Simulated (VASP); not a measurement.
# TlIn (R-3m) in VASP: a series of runs

TlIn is run at these levels: LDA; tasks: single point.

All numbers are computed with VASP 6.6.1; they aren't measurements. Logs are shortened: lines on timing, memory, paths and dates and some standing lists are left out, and cuts for length are marked.

### Step 1. The cell of the first run

Symmetry: R-3m, No. 166, trigonal system. The conventional cell has a = 3.413 Å, b = 3.413 Å, c = 16.726 Å, α = 90.00°, β = 90.00°, γ = 120.00°. Tl (site symmetry -3m) has 6 Tl at 3.41 Å and 6 In at 3.41 Å within 4.5 Å. In (site symmetry -3m) has 6 In at 3.41 Å and 6 Tl at 3.41 Å within 4.5 Å.

### Step 2. Single point, LDA

File INCAR:

```
SYSTEM = TlIn
ALGO = Normal ; EDIFF = 1E-7
ENCUT = 520 ; GGA = CA
ISIF = 2 ; ISMEAR = -1
LASPH = .True. ; LCHARG = .False.
LREAL = .False. ; LWAVE = .False.
NBANDS = 20 ; NELM = 80
PREC = Accurate ; SIGMA = 0.05
```

File KPOINTS:

```
k-points
0
Gamma
  12 12 12
  0 0 0
```

File POSCAR:

```
TlIn
1.0
    1.7063952716      0.9851877694      5.5754259406
   -1.7063952716      0.9851877694      5.5754259406
    0.0000000000     -1.9703755388      5.5754259406
Tl In
1 1
Direct
    0.5000000000      0.5000000000      0.5000000000
    0.0000000000      0.0000000000      0.0000000000
```

Potentials or basis: VASP PAW LDA potentials, release 64 (Tl_d, In_d).

Command:

```bash
$ cat potpaw_LDA.64/Tl_d/POTCAR potpaw_LDA.64/In_d/POTCAR > POTCAR
$ mpirun -np 1 vasp_std > vasp.out
```

OUTCAR:

```text
SYSTEM = TlIn
   EDIFF = 1E-7
   ENCUT = 520
   GGA = CA
   ISIF = 2
   ISMEAR = -1
   LASPH = .True.
   LREAL = .False.
   NELM = 80
   PREC = Accurate

 ion  position               nearest neighbor table
   1  0.500  0.500  0.500-   2 3.41   2 3.41   2 3.41   2 3.41   2 3.41   2 3.41
   2  0.000  0.000  0.000-   1 3.41   1 3.41   1 3.41   1 3.41   1 3.41   1 3.41

  LATTYP: Found a trigonal (rhomboedric) cell.
 ALAT       =     5.9133538862
 COS(alpha) =     0.8334588600

  Lattice vectors:

 A1 = (   1.7063952716,   0.9851877694,   5.5754259406)
 A2 = (  -1.7063952716,   0.9851877694,   5.5754259406)
 A3 = (   0.0000000000,  -1.9703755388,   5.5754259406)

Analysis of symmetry for initial positions (statically):
=====================================================================
 Subroutine PRICEL returns:
 Original cell was already a primitive cell.

 Routine SETGRP: Setting up the symmetry group for a
 trigonal (rhombohedral) supercell.

 Subroutine GETGRP returns: Found 12 space group operations
 (whereof 12 operations were pure point group operations)
 out of a pool of 12 trial point group operations.

The static configuration has the point symmetry D_3d.

Analysis of symmetry for dynamics (positions and initial velocities):
=====================================================================
 Subroutine PRICEL returns:
 Original cell was already a primitive cell.

 Routine SETGRP: Setting up the symmetry group for a
 trigonal (rhombohedral) supercell.

 Subroutine GETGRP returns: Found 12 space group operations
 (whereof 12 operations were pure point group operations)
 out of a pool of 12 trial point group operations.

The dynamic configuration has the point symmetry D_3d.

 Subroutine INISYM returns: Found 12 space group operations
 (whereof 12 operations are pure point group operations),
 and found     1 'primitive' translations

----------------------------------------------------------------------------------------

                                     Primitive cell

  volume of cell :      56.2378

  direct lattice vectors                    reciprocal lattice vectors
     1.706395272  0.985187769  5.575425941     0.293015345  0.169172489  0.059786165
    -1.706395272  0.985187769  5.575425941    -0.293015345  0.169172489  0.059786165
     0.000000000 -1.970375539  5.575425941     0.000000000 -0.338344977  0.059786165

  length of vectors
     5.913353886  5.913353886  5.913353886     0.343586538  0.343586538  0.343586538

  position of ions in fractional coordinates (direct lattice)
     0.500000000  0.500000000  0.500000000
     0.000000000  0.000000000  0.000000000

  ion indices of the primitive-cell ions
   primitive index   ion index
                 1           1
                 2           2

----------------------------------------------------------------------------------------

 KPOINTS: k-points

Automatic generation of k-mesh.
 Grid dimensions read from file:
 generate k-points for:   12   12   12

 Generating k-lattice:

  Cartesian coordinates                     Fractional coordinates (reciprocal lattice)
     0.024417945  0.014097707  0.004982180     0.083333333  0.000000000  0.000000000
    -0.024417945  0.014097707  0.004982180     0.000000000  0.083333333  0.000000000
     0.000000000 -0.028195415  0.004982180     0.000000000  0.000000000  0.083333333

  Length of vectors
     0.028632211  0.028632211  0.028632211

  Shift w.r.t. Gamma in fractional coordinates (k-lattice)
     0.000000000  0.000000000  0.000000000

 Subroutine IBZKPT returns following result:
 ===========================================

 Found    189 irreducible k-points:

 Following reciprocal coordinates:
            Coordinates               Weight
  0.000000  0.000000  0.000000      1.000000
  0.083333  0.000000 -0.000000      6.000000
  0.166667  0.000000 -0.000000      6.000000
  0.250000  0.000000 -0.000000      6.000000
  0.333333  0.000000 -0.000000      6.000000
  0.416667 -0.000000  0.000000      6.000000
[... 16 lines left out ...]
  0.500000  0.166667  0.000000     12.000000
 -0.416667  0.166667  0.000000     12.000000
 [... further k-points ...]
   k-points           NKPTS =    189   k-points in BZ     NKDIM =    189   number of bands    NBANDS=     20
   number of dos      NEDOS =    301   number of ions     NIONS =      2
   total plane-waves  NPLWV = 110592
   dimension x,y,z NGX =    48 NGY =   48 NGZ =   48
   dimension x,y,z NGXF=    96 NGYF=   96 NGZF=   96
   ions per type =               1   1
   NGX,Y,Z   is equivalent  to a cutoff of  13.49, 13.49, 13.49 a.u.
   NGXF,Y,Z  is equivalent  to a cutoff of  26.99, 26.99, 26.99 a.u.
 SYSTEM =  TlIn
   PREC   = accura    normal or accurate (medium, high low for compatibility)
   ISTART =      0    job   : 0-new  1-cont  2-samecut
   ICHARG =      2    charge: 1-file 2-atom 10-const
   ISPIN  =      1    spin polarized calculation?
   LNONCOLLINEAR =      F non collinear calculations
   LSORBIT =      F    spin-orbit coupling
   LASPH  =      T    aspherical Exc in radial PAW
   ENCUT  =  520.0 eV  38.22 Ry    6.18 a.u.  10.99 10.99 10.99*2*pi/ulx,y,z
   NELM   =     80;   NELMIN=  2; NELMDL= -5     # of ELM steps
   EDIFF  = 0.1E-06   stopping-criterion for ELM
   LREAL  =      F    real-space projection
   EDIFFG = 0.1E-05   stopping-criterion for IOM
   NSW    =      0    number of steps for IOM
   IBRION =     -1    ionic relax: 0-MD 1-quasi-New 2-CG
   NFREE  =      0    steps in history (QN), initial steepest desc. (CG)
   ISIF   =      2    stress and relaxation
   ISYM   =      2    0-nonsym 1-usesym 2-fastsym
   POTIM  = 0.5000    time-step for ionic-motion
   TEBEG  =    0.0;   TEEND  =   0.0 temperature during run
   PSTRESS=    0.0 pullay stress
   NELECT =      26.0000    total number of electrons
   NUPDOWN=      -1.0000    fix difference up-down
   EMIN   =  10.00;   EMAX   =-10.00  energy-range for DOS
   EFERMI =   0.00;   METHOD = LEGACY
   ISMEAR =    -1;   SIGMA  =   0.05  broadening in eV -4-tet -1-fermi 0-gaus
   EFERMI_NEDOS =   21; number of points for ismear=-14 and -15
   IALGO  =     38    algorithm
   IMIX   =      4    mixing-type and parameters
     AMIX     =   0.40;   BMIX     =  1.00
     AMIX_MAG =   1.60;   BMIX_MAG =  1.00
  volume/ion in A,a.u.               =      28.12       189.76
  Fermi-wavevector in a.u.,A,eV,Ry     =   1.265872  2.392152 21.802427  1.602433
  Thomas-Fermi vector in A             =   2.399103
   LORBIT       =      0    0 simple, 1 ext, 2 COOP (PROOUT), +10 PAW based schemes
   GGA     = CA    functional components
   LHFCALC =     F    Hartree Fock is set to
   AEXX    =    0.0000 exact exchange contribution
   IVDW    =     0    specifies the selected vdW correction
   LEPSILON=     F    determine dielectric tensor
   LRPA    =     F    only Hartree local field effects (RPA)
 non-spin polarized calculation
  energy-cutoff  :      520.00
  volume of cell :       56.24
 maximum number of plane-waves:      1536
 NGX is ok and might be reduce to    48
   NGX = 21   NGY = 21   NGZ = 21

 number of electron      25.9999998 magnetization

 Free energy of the ion-electron system (eV)
  ---------------------------------------------------
  ext. energy  EPLUGINS =         0.00000000
  ---------------------------------------------------
  free energy    TOTEN  =        -6.07995451 eV

  energy without entropy =       -6.07188654  energy(sigma->0) =       -6.07592052

 E-fermi :   6.3872     XC(G=0): -10.3884

 val. band max:        6.3789448151   @ k =   0.3333   0.3333  -0.0000
 cond. band min:       6.3873452743   @ k =  -0.3333   0.5000   0.2500
 fundamental gap:      0.0084004591
 Fermi energy:         6.3871568384

 k-point     1 :       0.0000    0.0000    0.0000
  band No.  band energies     occupation
      1      -8.0716      2.00000
      2      -8.0033      2.00000
      3      -8.0033      2.00000
      4      -7.8726      2.00000
      5      -7.8726      2.00000
      6      -5.2307      2.00000
[... 12 lines left out ...]
     19      17.0782      0.00000
     20      17.6949      0.00000

 k-point     2 :       0.0833    0.0000   -0.0000
  band No.  band energies     occupation
      1      -8.0614      2.00000
      2      -8.0061      2.00000
      3      -7.9871      2.00000
      4      -7.8827      2.00000
      5      -7.8745      2.00000
      6      -5.2054      2.00000
[... 12 lines left out ...]
     19      16.5172      0.00000
     20      17.4559      0.00000

 k-point     3 :       0.1667    0.0000   -0.0000
  band No.  band energies     occupation
      1      -8.0512      2.00000
      2      -7.9967      2.00000
      3      -7.9427      2.00000
      4      -7.9103      2.00000
      5      -7.8795      2.00000
      6      -5.1762      2.00000
[... 12 lines left out ...]
     19      15.8616      0.00000
     20      17.4455      0.00000

 k-point     4 :       0.2500    0.0000   -0.0000
  band No.  band energies     occupation
      1      -8.0679      2.00000
      2      -7.9554      2.00000
      3      -7.9466      2.00000
      4      -7.8893      2.00000
      5      -7.8784      2.00000
      6      -5.2156      2.00000
[... 12 lines left out ...]
     19      15.3337      0.00000
     20      17.0200      0.00000

 k-point     5 :       0.3333    0.0000   -0.0000
  band No.  band energies     occupation
      1      -8.0914      2.00000
      2      -7.9838      2.00000
      3      -7.9071      2.00000
      4      -7.8943      2.00000
      5      -7.8177      2.00000
      6      -5.2738      2.00000
[... 12 lines left out ...]
     19      14.9171      0.00000
     20      16.0472      0.00000
[... 353 lines left out ...]
      6      -5.1215      2.00000
[... 12 lines left out ...]
     19      17.3100      0.00000
     20      17.7862      0.00000

 k-point    22 :       0.4167    0.1667    0.0000
  band No.  band energies     occupation
      1      -8.0319      2.00000
      2      -7.9855      2.00000
      3      -7.9471      2.00000
      4      -7.9143      2.00000
      5      -7.8122      2.00000
      6      -5.1487      2.00000
[... 12 lines left out ...]
     19      17.3719      0.00000
     20      18.0293      0.00000

 k-point    23 :       0.5000    0.1667    0.0000
  band No.  band energies     occupation
      1      -8.0435      2.00000
      2      -8.0025      2.00000
      3      -7.9255      2.00000
      4      -7.8958      2.00000
      5      -7.7995      2.00000
      6      -5.1791      2.00000
[... 12 lines left out ...]
     19      17.5822      0.00000
     20      17.8272      0.00000

 k-point    24 :      -0.4167    0.1667    0.0000
  band No.  band energies     occupation
      1      -8.0477      2.00000
      2      -8.0079      2.00000
      3      -7.9300      2.00000
      4      -7.8706      2.00000
      5      -7.8015      2.00000
      6      -5.1910      2.00000
[... 12 lines left out ...]
     19      17.3368      0.00000
     20      17.9239      0.00000

 [... further k-points ...]

------------------------ aborting loop because EDIFF is reached ----------------------------------------

  FORCE on cell =-STRESS in cart. coord.  units (eV):
  Direction    XX          YY          ZZ          XY          YZ          ZX
  --------------------------------------------------------------------------------------
  -------------------------------------------------------------------------------------
  Total       -1.0767330     -1.0767330     -1.0855930      0.0000000      0.0000000      0.0000000
  in kB      -30.6754287    -30.6754287    -30.9278446      0.0000000      0.0000000      0.0000000
  external PRESSURE =     -30.7595673 kB  Pullay stress =       0.0000000 kB

 VOLUME and BASIS-vectors are now :
 -----------------------------------------------------------------------------
  energy-cutoff  :      520.00
  volume of cell :       56.24
      direct lattice vectors                 reciprocal lattice vectors
     1.706395272  0.985187769  5.575425941     0.293015345  0.169172489  0.059786165
    -1.706395272  0.985187769  5.575425941    -0.293015345  0.169172489  0.059786165
     0.000000000 -1.970375539  5.575425941     0.000000000 -0.338344977  0.059786165

 POSITION                                       TOTAL-FORCE (eV/Angst)
 -----------------------------------------------------------------------------------
      0.00000      0.00000      8.36314         0.000000     -0.000000      0.000000
      0.00000      0.00000      0.00000         0.000000      0.000000     -0.000000
 -----------------------------------------------------------------------------------
    total drift:                                0.000000      0.000000     -0.000000

  FREE ENERGIE OF THE ION-ELECTRON SYSTEM (eV)
  ---------------------------------------------------
  free  energy   TOTEN  =        -6.0799545058 eV

  energy  without entropy=       -6.0718865398  energy(sigma->0) =       -6.07592052
```

It took 5.5 min on 1 thread of Intel Xeon Platinum 8488C (Sapphire Rapids), shared host; peak memory 0.41 GiB.

What came out:

* Free energy: -6.0800 eV
* Pressure: -3.1 GPa
* Band gap on the k mesh: zero (bands 13 and 14 overlap by 5.04 eV)

Levels at points of the mesh, in eV from the Fermi level:
```
           k point  band 9  band 10  band 11  band 12  band 13  band 14  band 15  band 16  band 17  band 18
(0.00, 0.00, 0.00)  -11.15   -11.15    -9.64    -4.71    -2.97     8.06     8.06    10.11    10.20    10.20
(0.50, 0.00, 0.00)  -11.18   -10.95    -5.18    -4.28    -0.69    -0.46     3.12     3.12     5.46     5.61
(0.50, 0.50, 0.00)  -11.14   -10.95    -5.00    -2.97    -2.64    -1.88     3.99     3.99     7.36     8.10
(0.50, 0.50, 0.50)  -11.16   -11.16    -8.69    -7.72     2.97     3.13     8.79     8.79     9.12     9.12
```

Caveat: the cell stands under tension; spin-orbit coupling is left out, which moves the levels of the heavy elements.

### Step 3. Single point, LDA (28.12 Å³/atom)

File INCAR:

```
PREC     = Accurate       # precision mode
ENCUT    = 520            # plane-wave cutoff, eV
EDIFF    = 1E-7           # SCF threshold, eV
ISMEAR   = -1             # smearing method
SIGMA    = 0.05           # smearing width, eV
LREAL    = False          # projectors in reciprocal space
LASPH    = True           # aspherical terms in the spheres
NELM     = 100            # most SCF steps
ALGO     = Normal         # electronic algorithm
ISIF     = 2              # what is computed and relaxed
LWAVE    = False          # write WAVECAR
LCHARG   = False          # write CHGCAR
GGA      = CA             # functional
NBANDS   = 20             # bands
```

File KPOINTS:

```
Automatic mesh
0
Gamma
  12 12 12
```

POSCAR is that of step 2.

Potentials or basis: VASP PAW LDA potentials, release 64 (Tl_d, In_d).

Command:

```bash
$ cat potpaw_LDA.64/Tl_d/POTCAR potpaw_LDA.64/In_d/POTCAR > POTCAR
$ mpirun -np 1 vasp_std > vasp.out
```

Run time: 4.6 min. Hardware: 1 thread of Intel Xeon Platinum 8488C (Sapphire Rapids), shared host; peak memory 0.41 GiB.

Results (log left out):

```yaml
Free_energy: -6.0800 eV
Pressure: -3.1 GPa
Band_gap_on_the_k_mesh: zero (bands 13 and 14 overlap by 5.04 eV)
```

Levels at points of the mesh, in eV from the Fermi level:
```csv
k point,band 10,band 11,band 12,band 13,band 14,band 15,band 16,band 17
"(0.00, 0.00, 0.00)",-11.15,-9.64,-4.71,-2.97,8.06,8.06,10.11,10.20
"(0.50, 0.00, 0.00)",-10.95,-5.18,-4.28,-0.69,-0.46,3.12,3.12,5.46
"(0.50, 0.50, 0.00)",-10.95,-5.00,-2.97,-2.64,-1.88,3.99,3.99,7.36
"(0.50, 0.50, 0.50)",-11.16,-8.69,-7.72,2.97,3.13,8.79,8.79,9.12
```

Caveat: the cell stands under tension; spin-orbit coupling is left out, which moves the levels of the heavy elements.
